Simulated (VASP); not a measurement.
# GaSb3 (Immm) in VASP: single point with PBEsol+D3(BJ)

Aim: the single point of GaSb3 with PBEsol+D3(BJ).

Everything below comes from runs of VASP 6.6.1. Logs are shortened: lines on timing, memory, paths and dates and some standing lists are left out, and cuts for length are marked.

## Step 1: The cell of the first run

Symmetry: Immm, No. 71, orthorhombic system. Conventional cell: a = 5.071 Å, b = 5.071 Å, c = 7.172 Å, α = 90.00°, β = 90.00°, γ = 90.00°. Within 4.0 Å of Ga (site symmetry mmm) lie 14 Sb at 3.06 to 3.59 Å. Within 4.0 Å of Sb (site symmetry mm2) lie 4 Ga at 3.06 to 3.15 Å and 10 Sb at 3.06 to 3.75 Å. Sb (site symmetry mmm) has 8 Sb at 3.06 to 3.15 Å and 6 Ga at 3.59 Å within 4.0 Å.

## Step 2: Single point, PBEsol+D3(BJ) (mode 4 frozen in at -0.082 Å and mode 7 at -0.000 Å (largest displacements))

The input, INCAR:

```
SYSTEM = GaSb3
ALGO = Normal
EDIFF = 1E-6
ENCUT = 520
GGA = PS
ISIF = 2
ISMEAR = 0
IVDW = 12
LASPH = .TRUE.
LCHARG = .FALSE.
LREAL = .FALSE.
LWAVE = .FALSE.
NBANDS = 22
NELM = 60
PREC = Accurate
SIGMA = 0.15
```

The input, KPOINTS:

```
k-points
0
G
  10 10 10
  0 0 0
```

The input, POSCAR:

```
GaSb3
1.0
    0.0000000000      3.5857729617      3.5857729617
    3.5857729617      0.0000000000      3.5857729617
    3.5857729617      3.5857729617      0.0000000000
Ga Sb
1 3
Direct
    0.0000000000      0.0000000000      0.0000000000
    0.2614340758      0.2385659242      0.2385659242
    0.7385659242      0.7614340758      0.7614340758
    0.5000000000      0.5000000000      0.5000000000
```

Potentials or basis: VASP PAW PBE potentials, release 64 (Ga_d, Sb).

On the command line:

```
$ cat potpaw_PBE.64/Ga_d/POTCAR potpaw_PBE.64/Sb/POTCAR > POTCAR
$ mpirun -np 1 vasp_std > vasp.out
```

OUTCAR:

```text
SYSTEM = GaSb3
   EDIFF = 1E-6
   ENCUT = 520
   GGA = PS
   ISIF = 2
   ISMEAR = 0
   IVDW = 12
   LASPH = .TRUE.
   LREAL = .FALSE.
   NELM = 60
   PREC = Accurate
 IVDW          = 12

 ion  position               nearest neighbor table
   1  0.000  0.000  0.000-   3 3.06   2 3.06   3 3.06   2 3.06   3 3.15   2 3.15   2 3.15   3 3.15

   2  0.261  0.239  0.239-   1 3.06   1 3.06   4 3.06   4 3.06   4 3.15   1 3.15   1 3.15   4 3.15
                             3 3.42   3 3.59   3 3.59   3 3.59   3 3.59   3 3.75
   3  0.739  0.761  0.761-   4 3.06   4 3.06   1 3.06   1 3.06   4 3.15   1 3.15   1 3.15   4 3.15
                             2 3.42   2 3.59   2 3.59   2 3.59   2 3.59   2 3.75
   4  0.500  0.500  0.500-   2 3.06   2 3.06   3 3.06   3 3.06   3 3.15   2 3.15   2 3.15   3 3.15

  LATTYP: Found a face centered cubic cell.
 ALAT       =     7.1715459234

  Lattice vectors:

 A1 = (   0.0000000000,   3.5857729617,   3.5857729617)
 A2 = (   3.5857729617,   0.0000000000,   3.5857729617)
 A3 = (   3.5857729617,   3.5857729617,   0.0000000000)

Analysis of symmetry for initial positions (statically):
=====================================================================
 Subroutine PRICEL returns:
 Original cell was already a primitive cell.

 Routine SETGRP: Setting up the symmetry group for a
 face centered cubic supercell.

 Subroutine GETGRP returns: Found  8 space group operations
 (whereof  8 operations were pure point group operations)
 out of a pool of 48 trial point group operations.

The static configuration has the point symmetry D_2h.

Analysis of symmetry for dynamics (positions and initial velocities):
=====================================================================
 Subroutine PRICEL returns:
 Original cell was already a primitive cell.

 Routine SETGRP: Setting up the symmetry group for a
 face centered cubic supercell.

 Subroutine GETGRP returns: Found  8 space group operations
 (whereof  8 operations were pure point group operations)
 out of a pool of 48 trial point group operations.

The dynamic configuration has the point symmetry D_2h.

 Subroutine INISYM returns: Found  8 space group operations
 (whereof  8 operations are pure point group operations),
 and found     1 'primitive' translations

----------------------------------------------------------------------------------------

                                     Primitive cell

  volume of cell :      92.2101

  direct lattice vectors                    reciprocal lattice vectors
     0.000000000  3.585772962  3.585772962    -0.139439949  0.139439949  0.139439949
     3.585772962  0.000000000  3.585772962     0.139439949 -0.139439949  0.139439949
     3.585772962  3.585772962  0.000000000     0.139439949  0.139439949 -0.139439949

  length of vectors
     5.071048754  5.071048754  5.071048754     0.241517077  0.241517077  0.241517077

  position of ions in fractional coordinates (direct lattice)
     0.000000000  0.000000000  0.000000000
     0.261434076  0.238565924  0.238565924
     0.738565924  0.761434076  0.761434076
     0.500000000  0.500000000  0.500000000

  ion indices of the primitive-cell ions
   primitive index   ion index
                 1           1
                 2           2
                 3           3
                 4           4

----------------------------------------------------------------------------------------

 KPOINTS: k-points

Automatic generation of k-mesh.
 Grid dimensions read from file:
 generate k-points for:   10   10   10

 Generating k-lattice:

  Cartesian coordinates                     Fractional coordinates (reciprocal lattice)
    -0.013943995  0.013943995  0.013943995     0.100000000  0.000000000  0.000000000
     0.013943995 -0.013943995  0.013943995     0.000000000  0.100000000  0.000000000
     0.013943995  0.013943995 -0.013943995     0.000000000  0.000000000  0.100000000

  Length of vectors
     0.024151708  0.024151708  0.024151708

  Shift w.r.t. Gamma in fractional coordinates (k-lattice)
     0.000000000  0.000000000  0.000000000

 Subroutine IBZKPT returns following result:
 ===========================================

 Found    171 irreducible k-points:

 Following reciprocal coordinates:
            Coordinates               Weight
  0.000000  0.000000  0.000000      1.000000
  0.100000  0.000000  0.000000      4.000000
  0.000000  0.100000  0.000000      4.000000
  0.200000  0.000000  0.000000      4.000000
  0.000000  0.200000  0.000000      4.000000
  0.300000  0.000000  0.000000      4.000000
[... 16 lines left out ...]
  0.000000  0.400000  0.100000      4.000000
  0.100000  0.000000  0.400000      8.000000
 [... further k-points ...]
   k-points           NKPTS =    171   k-points in BZ     NKDIM =    171   number of bands    NBANDS=     22
   number of dos      NEDOS =    301   number of ions     NIONS =      4
   total plane-waves  NPLWV =  64000
   dimension x,y,z NGX =    40 NGY =   40 NGZ =   40
   dimension x,y,z NGXF=    80 NGYF=   80 NGZF=   80
   ions per type =               1   3
   NGX,Y,Z   is equivalent  to a cutoff of  13.11, 13.11, 13.11 a.u.
   NGXF,Y,Z  is equivalent  to a cutoff of  26.23, 26.23, 26.23 a.u.
 SYSTEM =  GaSb3
   PREC   = accura    normal or accurate (medium, high low for compatibility)
   ISTART =      0    job   : 0-new  1-cont  2-samecut
   ICHARG =      2    charge: 1-file 2-atom 10-const
   ISPIN  =      1    spin polarized calculation?
   LNONCOLLINEAR =      F non collinear calculations
   LSORBIT =      F    spin-orbit coupling
   LASPH  =      T    aspherical Exc in radial PAW
   ENCUT  =  520.0 eV  38.22 Ry    6.18 a.u.   9.43  9.43  9.43*2*pi/ulx,y,z
   NELM   =     60;   NELMIN=  2; NELMDL= -5     # of ELM steps
   EDIFF  = 0.1E-05   stopping-criterion for ELM
   LREAL  =      F    real-space projection
   EDIFFG = 0.1E-04   stopping-criterion for IOM
   NSW    =      0    number of steps for IOM
   IBRION =     -1    ionic relax: 0-MD 1-quasi-New 2-CG
   NFREE  =      0    steps in history (QN), initial steepest desc. (CG)
   ISIF   =      2    stress and relaxation
   ISYM   =      2    0-nonsym 1-usesym 2-fastsym
   POTIM  = 0.5000    time-step for ionic-motion
   TEBEG  =    0.0;   TEEND  =   0.0 temperature during run
   PSTRESS=    0.0 pullay stress
   NELECT =      28.0000    total number of electrons
   NUPDOWN=      -1.0000    fix difference up-down
   EMIN   =  10.00;   EMAX   =-10.00  energy-range for DOS
   EFERMI =   0.00;   METHOD = LEGACY
   ISMEAR =     0;   SIGMA  =   0.15  broadening in eV -4-tet -1-fermi 0-gaus
   EFERMI_NEDOS =   21; number of points for ismear=-14 and -15
   IALGO  =     38    algorithm
   IMIX   =      4    mixing-type and parameters
     AMIX     =   0.40;   BMIX     =  1.00
     AMIX_MAG =   1.60;   BMIX_MAG =  1.00
  volume/ion in A,a.u.               =      23.05       155.57
  Fermi-wavevector in a.u.,A,eV,Ry     =   1.100360  2.079379 16.473821  1.210792
  Thomas-Fermi vector in A             =   2.236770
   LORBIT       =      0    0 simple, 1 ext, 2 COOP (PROOUT), +10 PAW based schemes
   GGA     = PS    functional components
   LHFCALC =     F    Hartree Fock is set to
   AEXX    =    0.0000 exact exchange contribution
   IVDW    =    12    specifies the selected vdW correction
   LEPSILON=     F    determine dielectric tensor
   LRPA    =     F    only Hartree local field effects (RPA)
 non-spin polarized calculation
 Gauss-broadening in eV      SIGMA  =   0.15
  energy-cutoff  :      520.00
  volume of cell :       92.21
 maximum number of plane-waves:      2511
 NGX is ok and might be reduce to    40
   NGX = 19   NGY = 19   NGZ = 19

 number of electron      27.9999998 magnetization

 Free energy of the ion-electron system (eV)
  ---------------------------------------------------
  ext. energy  EPLUGINS =         0.00000000
  ---------------------------------------------------
  free energy    TOTEN  =       -16.32540116 eV

  energy without entropy =      -16.30799717  energy(sigma->0) =      -16.31669917

 E-fermi :   8.7277     XC(G=0): -10.8292

 val. band max:        8.7265539121   @ k =   0.0000  -0.1000   0.1000
 cond. band min:       8.7388742732   @ k =  -0.4000  -0.1000  -0.1000
 fundamental gap:      0.0123203611
 Fermi energy:         8.7276956429

 k-point     1 :       0.0000    0.0000    0.0000
  band No.  band energies     occupation
      1      -6.0053      2.00000
      2      -6.0031      2.00000
      3      -6.0024      2.00000
      4      -5.9837      2.00000
      5      -5.9825      2.00000
      6      -4.6030      2.00000
[... 14 lines left out ...]
     21      16.5139      0.00000
     22      16.6060      0.00000

 k-point     2 :       0.1000    0.0000    0.0000
  band No.  band energies     occupation
      1      -6.0051      2.00000
      2      -6.0028      2.00000
      3      -6.0027      2.00000
      4      -5.9839      2.00000
      5      -5.9825      2.00000
      6      -4.5186      2.00000
[... 14 lines left out ...]
     21      15.7821      0.00000
     22      16.2909      0.00000

 k-point     3 :       0.0000    0.1000    0.0000
  band No.  band energies     occupation
      1      -6.0058      2.00000
      2      -6.0032      2.00000
      3      -6.0020      2.00000
      4      -5.9838      2.00000
      5      -5.9827      2.00000
      6      -4.5152      2.00000
[... 14 lines left out ...]
     21      15.7115      0.00000
     22      16.3180      0.00000

 k-point     4 :       0.2000    0.0000    0.0000
  band No.  band energies     occupation
      1      -6.0061      2.00000
      2      -6.0027      2.00000
      3      -6.0017      2.00000
      4      -5.9843      2.00000
      5      -5.9827      2.00000
      6      -4.2669      2.00000
[... 14 lines left out ...]
     21      14.1660      0.00000
     22      15.5256      0.00000

 k-point     5 :       0.0000    0.2000    0.0000
  band No.  band energies     occupation
      1      -6.0082      2.00000
      2      -6.0025      2.00000
      3      -6.0010      2.00000
      4      -5.9841      2.00000
      5      -5.9832      2.00000
      6      -4.2521      2.00000
[... 14 lines left out ...]
     21      14.0815      0.00000
     22      15.4970      0.00000

 k-point     6 :       0.3000    0.0000    0.0000
  band No.  band energies     occupation
      1      -6.0091      2.00000
      2      -6.0016      2.00000
      3      -6.0007      2.00000
      4      -5.9846      2.00000
      5      -5.9827      2.00000
      6      -3.8573      2.00000
[... 14 lines left out ...]
     21      14.2594      0.00000
     22      14.7601      0.00000

 k-point     7 :       0.0000    0.3000    0.0000
  band No.  band energies     occupation
      1      -6.0118      2.00000
      2      -6.0013      2.00000
      3      -5.9999      2.00000
      4      -5.9844      2.00000
      5      -5.9838      2.00000
      6      -3.8170      2.00000
[... 324 lines left out ...]
      6      -3.9035      2.00000
[... 14 lines left out ...]
     21      14.0832      0.00000
     22      15.1987      0.00000

 k-point    21 :       0.2000   -0.1000   -0.1000
  band No.  band energies     occupation
      1      -6.0089      2.00000
      2      -6.0018      2.00000
      3      -6.0004      2.00000
      4      -5.9843      2.00000
      5      -5.9838      2.00000
      6      -3.9283      2.00000
[... 14 lines left out ...]
     21      14.0714      0.00000
     22      15.1927      0.00000

 k-point    22 :       0.4000    0.1000    0.0000
  band No.  band energies     occupation
      1      -6.0109      2.00000
      2      -6.0009      2.00000
      3      -6.0001      2.00000
      4      -5.9858      2.00000
      5      -5.9822      2.00000
      6      -3.4394      2.00000
[... 14 lines left out ...]
     21      14.2681      0.00000
     22      15.1425      0.00000

 k-point    23 :       0.0000    0.4000    0.1000
  band No.  band energies     occupation
      1      -6.0142      2.00000
      2      -6.0007      2.00000
      3      -5.9987      2.00000
      4      -5.9852      2.00000
      5      -5.9839      2.00000
      6      -3.3681      2.00000
[... 14 lines left out ...]
     21      14.2165      0.00000
     22      15.1025      0.00000

 k-point    24 :       0.1000    0.0000    0.4000
  band No.  band energies     occupation
      1      -6.0129      2.00000
      2      -6.0014      2.00000
      3      -5.9993      2.00000
      4      -5.9856      2.00000
      5      -5.9836      2.00000
      6      -3.3599      2.00000
[... 14 lines left out ...]
     21      14.2888      0.00000
     22      15.1618      0.00000

 [... further k-points ...]

------------------------ aborting loop because EDIFF is reached ----------------------------------------

 Edisp (eV)   -1.97306

 E8    (eV) :    -1.3573

  FORCE on cell =-STRESS in cart. coord.  units (eV):
  Direction    XX          YY          ZZ          XY          YZ          ZX
  --------------------------------------------------------------------------------------
  -------------------------------------------------------------------------------------
  Total       0.25171     0.18160     0.18160     0.00000    -0.41744     0.00000
  in kB       4.37360     3.15529     3.15529     0.00000    -7.25319     0.00000
  external pressure =        3.56 kB  Pullay stress =        0.00 kB

 VOLUME and BASIS-vectors are now :
 -----------------------------------------------------------------------------
  energy-cutoff  :      520.00
  volume of cell :       92.21
      direct lattice vectors                 reciprocal lattice vectors
     0.000000000  3.585772962  3.585772962    -0.139439949  0.139439949  0.139439949
     3.585772962  0.000000000  3.585772962     0.139439949 -0.139439949  0.139439949
     3.585772962  3.585772962  0.000000000     0.139439949  0.139439949 -0.139439949

 POSITION                                       TOTAL-FORCE (eV/Angst)
 -----------------------------------------------------------------------------------
      0.00000      0.00000      0.00000         0.000000      0.000000      0.000000
      1.71089      1.79289      1.79289         0.351147      0.000000      0.000000
      5.46066      5.37866      5.37866        -0.351147     -0.000000     -0.000000
      3.58577      3.58577      3.58577        -0.000000     -0.000000      0.000000
 -----------------------------------------------------------------------------------
    total drift:                               -0.000000      0.000000     -0.000000

  FREE ENERGIE OF THE ION-ELECTRON SYSTEM (eV)
  ---------------------------------------------------
  free  energy   TOTEN  =       -18.2984562047 eV

  energy  without entropy=      -18.2810522119  energy(sigma->0) =      -18.28975421
```

It took 7.7 min on 1 thread of AMD EPYC 7R43 (Zen 3), shared host; peak memory 0.45 GiB.

Results:

```
Free energy                : -18.2985 eV
Pressure                   : 0.4 GPa
Largest force              : 0.351 eV/Å
Band gap on the k mesh     : zero (band 14 reaches 10.37 eV, above the bottom of band 15 at 6.30 eV)
Dispersion energy per atom : -0.493 eV
```

Forces in eV/Å, atoms in the order of the input:
```
Ga   0.000  0.000  0.000
Sb   0.351  0.000  0.000
Sb  -0.351  0.000  0.000
Sb   0.000  0.000  0.000
```

Stress tensor (GPa, compression positive):
```
 0.44  0.00  0.00
 0.00  0.32 -0.73
 0.00 -0.73  0.32
```

Caveat: the cell differs from its parent crystal (mode 4 frozen in at -0.082 Å and mode 7 at -0.000 Å (largest displacements)); the PAW data sets were made with another functional, which shifts forces and pressure a little; spin-orbit coupling is left out, which moves the levels of the heavy elements; pairwise dispersion overbinds metals, which lowers pressure and volume.
